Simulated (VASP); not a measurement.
# Hg: single point with PBE

Hg:

```xyz
3
Lattice="3.3206 0.0000 0.0000 -1.4721 3.0761 0.0000 -0.9583 -1.3973 8.1206" Properties=species:S:1:pos:R:3 pbc="T T T"
Hg    0.5333    1.8123    2.7225
Hg    0.3568   -0.1334    5.3981
Hg    0.0000    0.0000    0.0000
```

```
Program             : VASP 6.6.1
Task                : single point
Functional          : PBE
Potentials or basis : VASP PAW PBE potentials, release 64 (Hg)
Cutoff              : 520 eV
k mesh              : 2 × 2 × 1, shifted
Occupations         : methfessel-paxton, width 0.0054 eV
Spin                : no spin polarisation
```

The pressure is 9.7 GPa. The largest force is 0.399 eV/Å. The band gap on the k mesh is zero (band 18 reaches 0.83 eV, above the bottom of band 19 at 0.82 eV).

Forces in eV/Å, atoms in the order of the input:
```
Hg   0.333 -0.218 -0.027
Hg  -0.333  0.218  0.027
Hg   0.000  0.000  0.000
```

Stress tensor (GPa, compression positive):
```
17.39 -0.23  2.15
-0.23 13.46  4.03
 2.15  4.03 -1.64
```

Levels at points of the mesh, in eV from the Fermi level:
```csv
k point,band 16,band 17,band 18,band 19,band 20,band 21
"(0.00, 0.00, 0.50)",-4.89,-4.63,-0.68,0.00,10.16,10.30
"(0.50, 0.00, 0.50)",-1.64,-1.32,-0.42,0.22,2.61,2.69
"(0.00, 0.50, 0.50)",-1.90,-1.61,-0.70,0.09,2.43,2.61
"(0.50, 0.50, 0.50)",-0.98,-0.95,0.00,0.40,3.19,4.07
```

It took 27 s on 1 thread of Intel(R) Xeon(R) Platinum 8259CL CPU @ 2.50GHz (Skylake/Cascade Lake), on a shared host, peak memory 0.21 GiB.

Caveat: the k points lie up to 1.07 Å⁻¹ apart; spin-orbit coupling is left out, which moves the levels of the heavy elements.
